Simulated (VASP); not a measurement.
A run of VASP 6.6.1 is set up as follows.

File INCAR:

```
ALGO = Normal
EDIFF = 1E-6
ENCUT = 520
GGA = PS
ISIF = 2
ISMEAR = -1
LASPH = T
LCHARG = F
LREAL = F
LWAVE = F
NBANDS = 11
NELM = 100
PREC = Accurate
SIGMA = 0.05
```

The input KPOINTS:

```
k-points
0
Gamma
  10 10 10
```

POSCAR

```
BP
1.0
    0.0000000000      2.2840269280      2.2840269280
    2.2840269280      0.0000000000      2.2840269280
    2.2840269280      2.2840269280      0.0000000000
P B
1 1
Direct
    0.7500000000      0.7500000000      0.7500000000
    0.0000000000      0.0000000000      0.0000000000
```

Potentials or basis: VASP PAW PBE potentials, release 64 (P, B).

Launch:

```bash
$ cat potpaw_PBE.64/P/POTCAR potpaw_PBE.64/B/POTCAR > POTCAR
$ mpirun -np 1 vasp_std > vasp.out
```

Q: Predict the pressure.

A: -4.9 GPa.

Q: What does it give for the band gap on the k mesh?

A: 1.16 eV, indirect (least direct gap 3.33 eV).

Caveat: the PAW data sets were made with another functional, which shifts forces and pressure a little. A k mesh can miss the band edges.
